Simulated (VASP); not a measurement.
# WSe2 in VASP: further runs

WSe2 is run at these levels: r2SCAN; tasks: relaxation of shape and atoms at fixed volume, single point.

Program: VASP 6.6.1. These are calculated values, not measurements. Logs are shortened: lines on timing, memory, paths and dates and some standing lists are left out, and cuts for length are marked.

### 1 The cell of the first run

The cell holds a slab with vacuum, 3 atoms: a = 3.280 Å, b = 3.280 Å, c = 15.990 Å, α = 90.00°, β = 90.00°, γ = 120.00°.

### 2 Relaxation of shape and atoms at fixed volume, r2SCAN (volume scaled by 0.94)

Input file POSCAR:

```
WSe2
1.0
    3.2798960346      0.0000000000      0.0000000000
   -1.6399480173      2.8404732877      0.0000000000
    0.0000000000      0.0000000000     15.9897197490
W Se
1 2
Direct
    0.0000000000      0.0000000000      0.0000000000
    0.3333333333      0.6666666667      0.1027914963
    0.3333333333      0.6666666667      0.8972085037
```

Input file INCAR.step1:

```
PREC = Accurate
ENCUT = 600
ISMEAR = 0
SIGMA = 0.02
LREAL = False
LASPH = True
NELM = 80
GGA = PE
ALGO = Normal
EDIFF = 1E-4
LWAVE = True
LCHARG = False
```

Input file INCAR.step2:

```
PREC = Accurate
ENCUT = 600
EDIFF = 1E-6
ISMEAR = 0
SIGMA = 0.02
LREAL = False
LASPH = True
NELM = 80
ALGO = Normal
ISIF = 4
LWAVE = False
LCHARG = False
METAGGA = R2SCAN
LMIXTAU = True
IBRION = 2
NSW = 50
EDIFFG = -0.01
ISTART = 1
```

Input file KPOINTS:

```
regular mesh
0
Gamma
  9 9 2
```

Potentials or basis: VASP PAW PBE potentials, release 64 (W_sv, Se).

Run with:

```bash
> cat potpaw_PBE.64/W_sv/POTCAR potpaw_PBE.64/Se/POTCAR > POTCAR
> cp INCAR.step1 INCAR
> mpirun -np 1 vasp_std > vasp.out
> cp INCAR.step2 INCAR
> mpirun -np 1 vasp_std > vasp.out
```

OUTCAR:

```text
PREC = Accurate
   ENCUT = 600
   EDIFF = 1E-6
   ISMEAR = 0
   LREAL = False
   LASPH = True
   NELM = 80
   ISIF = 4
   METAGGA = R2SCAN
   IBRION = 2
   NSW = 50
   EDIFFG = -0.01
   ISTART = 1

 ion  position               nearest neighbor table
   1  0.000  0.000  0.000-   2 2.51   3 2.51   2 2.51   3 2.51   2 2.51   3 2.51
   2  0.333  0.667  0.103-   1 2.51   1 2.51   1 2.51
   3  0.333  0.667  0.897-   1 2.51   1 2.51   1 2.51

  LATTYP: Found a hexagonal cell.
 ALAT       =     3.2798960346
 C/A-ratio  =     4.8750690816

  Lattice vectors:

 A1 = (   3.2798960346,   0.0000000000,   0.0000000000)
 A2 = (  -1.6399480173,   2.8404732877,   0.0000000000)
 A3 = (   0.0000000000,   0.0000000000,  15.9897197490)

Analysis of symmetry for initial positions (statically):
=====================================================================
 Subroutine PRICEL returns:
 Original cell was already a primitive cell.

 Routine SETGRP: Setting up the symmetry group for a
 hexagonal supercell.

 Subroutine GETGRP returns: Found 12 space group operations
 (whereof 12 operations were pure point group operations)
 out of a pool of 24 trial point group operations.

The static configuration has the point symmetry D_3h.

Analysis of symmetry for dynamics (positions and initial velocities):
=====================================================================
 Subroutine PRICEL returns:
 Original cell was already a primitive cell.

 Routine SETGRP: Setting up the symmetry group for a
 hexagonal supercell.

 Subroutine GETGRP returns: Found 12 space group operations
 (whereof 12 operations were pure point group operations)
 out of a pool of 24 trial point group operations.

The dynamic configuration has the point symmetry D_3h.

 Subroutine INISYM returns: Found 12 space group operations
 (whereof 12 operations are pure point group operations),
 and found     1 'primitive' translations

----------------------------------------------------------------------------------------

                                     Primitive cell

  volume of cell :     148.9675

  direct lattice vectors                    reciprocal lattice vectors
     3.279896035  0.000000000  0.000000000     0.304887713  0.176027003  0.000000000
    -1.639948017  2.840473288  0.000000000     0.000000000  0.352054006  0.000000000
     0.000000000  0.000000000 15.989719749     0.000000000  0.000000000  0.062540183

  length of vectors
     3.279896035  3.279896035 15.989719749     0.352054006  0.352054006  0.062540183

  position of ions in fractional coordinates (direct lattice)
     0.000000000  0.000000000  0.000000000
     0.333333333  0.666666667  0.102791496
     0.333333333  0.666666667  0.897208504

  ion indices of the primitive-cell ions
   primitive index   ion index
                 1           1
                 2           2
                 3           3

----------------------------------------------------------------------------------------

 KPOINTS: regular mesh

Automatic generation of k-mesh.
 Grid dimensions read from file:
 generate k-points for:    9    9    2

 Generating k-lattice:

  Cartesian coordinates                     Fractional coordinates (reciprocal lattice)
     0.033876413  0.019558556  0.000000000     0.111111111 -0.000000000  0.000000000
     0.000000000  0.039117112  0.000000000     0.000000000  0.111111111  0.000000000
     0.000000000  0.000000000  0.031270092     0.000000000  0.000000000  0.500000000

  Length of vectors
     0.039117112  0.039117112  0.031270092

  Shift w.r.t. Gamma in fractional coordinates (k-lattice)
     0.000000000  0.000000000  0.000000000

 Subroutine IBZKPT returns following result:
 ===========================================

 Found     24 irreducible k-points:

 Following reciprocal coordinates:
            Coordinates               Weight
  0.000000  0.000000  0.000000      1.000000
  0.111111  0.000000  0.000000      6.000000
  0.222222  0.000000  0.000000      6.000000
  0.333333  0.000000  0.000000      6.000000
  0.444444  0.000000  0.000000      6.000000
  0.111111  0.111111  0.000000      6.000000
[... 16 lines left out ...]
  0.333333  0.222222  0.500000     12.000000
  0.333333  0.333333  0.500000      2.000000
   k-points           NKPTS =     24   k-points in BZ     NKDIM =     24   number of bands    NBANDS=     17
   number of dos      NEDOS =    301   number of ions     NIONS =      3
   total plane-waves  NPLWV = 100352
   dimension x,y,z NGX =    28 NGY =   28 NGZ =  128
   dimension x,y,z NGXF=    56 NGYF=   56 NGZF=  256
   ions per type =               1   2
   NGX,Y,Z   is equivalent  to a cutoff of  14.19, 14.19, 13.31 a.u.
   NGXF,Y,Z  is equivalent  to a cutoff of  28.38, 28.38, 26.62 a.u.
 SYSTEM =  unknown system
   PREC   = accura    normal or accurate (medium, high low for compatibility)
   ISTART =      1    job   : 0-new  1-cont  2-samecut
   ICHARG =      0    charge: 1-file 2-atom 10-const
   ISPIN  =      1    spin polarized calculation?
   LNONCOLLINEAR =      F non collinear calculations
   LSORBIT =      F    spin-orbit coupling
   LASPH  =      T    aspherical Exc in radial PAW
   ENCUT  =  600.0 eV  44.10 Ry    6.64 a.u.   6.55  6.55 31.94*2*pi/ulx,y,z
   NELM   =     80;   NELMIN=  2; NELMDL=  0     # of ELM steps
   EDIFF  = 0.1E-05   stopping-criterion for ELM
   LREAL  =      F    real-space projection
   EDIFFG = -.1E-01   stopping-criterion for IOM
   NSW    =     50    number of steps for IOM
   IBRION =      2    ionic relax: 0-MD 1-quasi-New 2-CG
   NFREE  =      1    steps in history (QN), initial steepest desc. (CG)
   ISIF   =      4    stress and relaxation
   ISYM   =      2    0-nonsym 1-usesym 2-fastsym
   POTIM  = 0.5000    time-step for ionic-motion
   TEBEG  =    0.0;   TEEND  =   0.0 temperature during run
   PSTRESS=    0.0 pullay stress
   NELECT =      26.0000    total number of electrons
   NUPDOWN=      -1.0000    fix difference up-down
   EMIN   =  10.00;   EMAX   =-10.00  energy-range for DOS
   EFERMI =   0.00;   METHOD = LEGACY
   ISMEAR =     0;   SIGMA  =   0.02  broadening in eV -4-tet -1-fermi 0-gaus
   EFERMI_NEDOS =   21; number of points for ismear=-14 and -15
   IALGO  =     38    algorithm
   IMIX   =      4    mixing-type and parameters
     AMIX     =   0.40;   BMIX     =  1.00
     AMIX_MAG =   1.60;   BMIX_MAG =  1.00
  volume/ion in A,a.u.               =      49.66       335.09
  Fermi-wavevector in a.u.,A,eV,Ry     =   0.914890  1.728891 11.388391  0.837023
  Thomas-Fermi vector in A             =   2.039568
   LORBIT       =      0    0 simple, 1 ext, 2 COOP (PROOUT), +10 PAW based schemes
   METAGGA = R2SCAN    functional components
   LHFCALC =     F    Hartree Fock is set to
   AEXX    =    0.0000 exact exchange contribution
   IVDW    =     0    specifies the selected vdW correction
   LEPSILON=     F    determine dielectric tensor
   LRPA    =     F    only Hartree local field effects (RPA)
 conjugate gradient relaxation of ions
 non-spin polarized calculation
 Gauss-broadening in eV      SIGMA  =   0.02
  energy-cutoff  :      600.00
  volume of cell :      148.97
 maximum number of plane-waves:      5043
 NGX is ok and might be reduce to    28
   NGX = 13   NGY = 13   NGZ = 63

--------------------------------------- Ionic step        1  -------------------------------------------

 number of electron      26.0000002 magnetization

 Free energy of the ion-electron system (eV)
  ---------------------------------------------------
  ext. energy  EPLUGINS =         0.00000000
  ---------------------------------------------------
  free energy    TOTEN  =       -81.72036808 eV

  energy without entropy =      -81.72036808  energy(sigma->0) =      -81.72036808

------------------------ aborting loop because EDIFF is reached ----------------------------------------

  FORCE on cell =-STRESS in cart. coord.  units (eV):
  Direction    XX          YY          ZZ          XY          YZ          ZX
  --------------------------------------------------------------------------------------
  -------------------------------------------------------------------------------------
  Total        1.7992254      1.7992254      2.0261508      0.0000000      0.0000000      0.0000000
  in kB       19.3510492     19.3510492     21.7916800      0.0000000      0.0000000      0.0000000
  external PRESSURE =      20.1645928 kB  Pullay stress =       0.0000000 kB

 VOLUME and BASIS-vectors are now :
 -----------------------------------------------------------------------------
  energy-cutoff  :      600.00
  volume of cell :      148.97
      direct lattice vectors                 reciprocal lattice vectors
     3.279896035  0.000000000  0.000000000     0.304887713  0.176027003  0.000000000
    -1.639948017  2.840473288  0.000000000     0.000000000  0.352054006  0.000000000
     0.000000000  0.000000000 15.989719749     0.000000000  0.000000000  0.062540183
[... 223 lines left out ...]
 POSITION                                       TOTAL-FORCE (eV/Angst)
 -----------------------------------------------------------------------------------
      3.31746      0.00000     15.62966        -0.000000     -0.000000      0.000000
     -0.00000      1.91534      1.66327         0.000000     -0.000000     -0.018934
     -0.00000      1.91534     13.96639         0.000000      0.000000      0.018934
 -----------------------------------------------------------------------------------
    total drift:                               -0.000000      0.000000      0.000000

  FREE ENERGIE OF THE ION-ELECTRON SYSTEM (eV)
  ---------------------------------------------------
  free  energy   TOTEN  =       -81.7518672707 eV

  energy  without entropy=      -81.7518672707  energy(sigma->0) =      -81.75186727

--------------------------------------- Ionic step        8  -------------------------------------------

 number of electron      26.0000003 magnetization

 Free energy of the ion-electron system (eV)
  ---------------------------------------------------
  ext. energy  EPLUGINS =         0.00000000
  ---------------------------------------------------
  free energy    TOTEN  =       -81.75188767 eV

  energy without entropy =      -81.75188767  energy(sigma->0) =      -81.75188767

 E-fermi :  -0.6885     XC(G=0):  -5.1417

 val. band max:       -0.8010552888   @ k =   0.3333   0.3333   0.0000
 cond. band min:       0.8338209342   @ k =   0.3333   0.3333   0.5000
 fundamental gap:      1.6348762231
 Fermi energy:        -0.6884780626

 k-point     1 :       0.0000    0.0000    0.0000
  band No.  band energies     occupation
      1     -76.8125      2.00000
      2     -40.3877      2.00000
      3     -40.2875      2.00000
      4     -40.2875      2.00000
      5     -16.1816      2.00000
      6     -14.8227      2.00000
[... 9 lines left out ...]
     16       2.4568      0.00000
     17       2.4568      0.00000
[... 480 lines left out ...]
 POSITION                                       TOTAL-FORCE (eV/Angst)
 -----------------------------------------------------------------------------------
     -0.00000      0.00000      0.00000         0.000000     -0.000000      0.000000
     -0.00000      1.91537      1.66224         0.000000      0.000000     -0.000305
     -0.00000      1.91537     13.96687        -0.000000      0.000000      0.000305
 -----------------------------------------------------------------------------------
    total drift:                               -0.000001      0.000001      0.000000

  FREE ENERGIE OF THE ION-ELECTRON SYSTEM (eV)
  ---------------------------------------------------
  free  energy   TOTEN  =       -81.7518876701 eV

  energy  without entropy=      -81.7518876701  energy(sigma->0) =      -81.75188767

 reached required accuracy - stopping structural energy minimisation
```

Wall time 17 min (1 thread of Intel Xeon 6975P-C (Granite Rapids), shared host); peak memory 0.39 GiB.

Results:

* Free energy: -81.7519 eV
* Energy gained by relaxing: 10.5 meV/atom
* Ionic steps: 8
* Band gap on the k mesh: 1.63 eV, direct

The path:
```csv
step,energy change (eV),largest force (eV/Å),pressure (GPa),volume (Å³)
1,0.0000,0.6194,2.02,148.97
2,-0.0170,0.0036,0.82,148.97
3,-0.0171,0.0440,0.91,148.97
4,-0.0268,0.0333,0.53,148.97
5,-0.0315,0.0216,0.04,148.97
6,-0.0315,0.0214,0.02,148.97
7,-0.0315,0.0189,-0.06,148.97
8,-0.0315,0.0003,-0.02,148.97
```

Final structure:
```xyz
3
Lattice="3.3175 0.0000 0.0000 -1.6588 2.8731 0.0000 0.0000 0.0000 15.6291" Properties=species:S:1:pos:R:3 pbc="T T T"
W     0.0000    0.0000    0.0000
Se    0.0000    1.9154    1.6622
Se    0.0000    1.9154   13.9669
```

Caveat: the cell differs from its parent crystal (volume scaled by 0.94); the PAW data sets were made with another functional, which shifts forces and pressure a little; spin-orbit coupling is left out, which moves the levels of the heavy elements.

### 3 Relaxation of shape and atoms at fixed volume, r2SCAN (volume scaled by 0.97)

Input file POSCAR:

```
WSe2
1.0
    3.2808560028      0.0000000000      0.0000000000
   -1.6404280014      2.8413046445      0.0000000000
    0.0000000000      0.0000000000     16.4903756525
W Se
1 2
Direct
    0.0000000000      0.0000000000      0.0000000000
    0.3333333333      0.6666666667      0.0997052731
    0.3333333333      0.6666666667      0.9002947269
```

Input file INCAR.step1:

```
  ALGO = Normal
  EDIFF = 1E-4
  ENCUT = 600
  GGA = PE
  ISMEAR = 0
  LASPH = True
  LCHARG = False
  LREAL = False
  LWAVE = True
  NELM = 60
  PREC = Accurate
  SIGMA = 0.02
```

Input file INCAR.step2:

```
  ALGO = Normal
  EDIFF = 1E-6
  EDIFFG = -0.01
  ENCUT = 600
  IBRION = 2
  ISIF = 4
  ISMEAR = 0
  ISTART = 1
  LASPH = True
  LCHARG = False
  LMIXTAU = True
  LREAL = False
  LWAVE = False
  METAGGA = R2SCAN
  NELM = 60
  NSW = 50
  PREC = Accurate
  SIGMA = 0.02
```

Input file KPOINTS:

```
k-points
0
Gamma
  9 9 2
```

Potentials or basis: VASP PAW PBE potentials, release 64 (W_sv, Se).

Run with:

```bash
> cat potpaw_PBE.64/W_sv/POTCAR potpaw_PBE.64/Se/POTCAR > POTCAR
> cp INCAR.step1 INCAR
> mpirun -np 1 vasp_std > vasp.out
> cp INCAR.step2 INCAR
> mpirun -np 1 vasp_std > vasp.out
```

Run time: 17 min. Hardware: 1 thread of Intel Xeon 6975P-C (Granite Rapids), shared host; peak memory 0.42 GiB.

It converged, with:

- Free energy: -81.7519 eV
- Energy gained by relaxing: 9.9 meV/atom
- Ionic steps: 8
- Band gap on the k mesh: 1.63 eV, direct

The path:
```tsv
step	energy change (eV)	largest force (eV/Å)	pressure (GPa)	volume (Å³)
1	0.0000	0.6017	1.90	153.72
2	-0.0160	0.0043	0.77	153.72
3	-0.0161	0.0423	0.86	153.72
4	-0.0253	0.0344	0.50	153.72
5	-0.0297	0.0241	0.03	153.72
6	-0.0297	0.0239	0.02	153.72
7	-0.0297	0.0217	-0.07	153.72
8	-0.0298	0.0002	-0.03	153.72
```

Final structure:
```
CELL_PARAMETERS angstrom
3.31772 0.00000 0.00000
-1.65886 2.87323 0.00000
0.00000 0.00000 16.12594
ATOMIC_POSITIONS crystal
W 0.00000 0.00000 0.00000
Se 0.33333 0.66667 0.10308
Se 0.33333 0.66667 0.89692
```

Levels at points of the mesh, in eV from the valence-band top:
| k point | band 10 | band 11 | band 12 | band 13 | band 14 | band 15 | band 16 | band 17 |
| --- | --- | --- | --- | --- | --- | --- | --- | --- |
| (0.00, 0.00, 0.00) | -2.22 | -1.38 | -1.38 | -0.25 | 3.08 | 3.08 | 3.26 | 3.26 |
| (0.00, 0.00, 0.50) | -2.22 | -1.38 | -1.38 | -0.25 | 3.08 | 3.08 | 3.26 | 3.26 |

Caveat: the cell differs from its parent crystal (volume scaled by 0.97); the PAW data sets were made with another functional, which shifts forces and pressure a little; spin-orbit coupling is left out, which moves the levels of the heavy elements.

[end of part 1 of 2]
